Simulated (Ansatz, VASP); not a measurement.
## Two plane-wave programs on Nb

```
CELL_PARAMETERS angstrom
-1.67462 1.67462 1.67462
1.67462 -1.67462 1.67462
1.67462 1.67462 -1.67462
ATOMIC_POSITIONS crystal
Nb 0.00000 0.00000 0.00000
```

Alike in both runs: task single point; functional BLYP; k mesh 22 × 22 × 22; occupations fermi-dirac, width 0.05 eV; collinear spin.

|  | VASP | Ansatz |
| --- | --- | --- |
| version | VASP 6.6.1 | Ansatz 0.2.0 |
| potentials or method | VASP PAW PBE potentials, release 64 (Nb_sv), cutoff 520 eV | plane waves (420 eV) with PAW, scalar-relativistic |
| valence electrons in the cell | 13 | 13 |

```tsv
	VASP	Ansatz	Ansatz less VASP
pressure (GPa)	0.4	0.4	+0.04
net moment per atom (μB)	0.00	0.00	0.000
```

VASP's potentials were made for PBE, not for BLYP. Ansatz's warnings: seeded moment not kept.
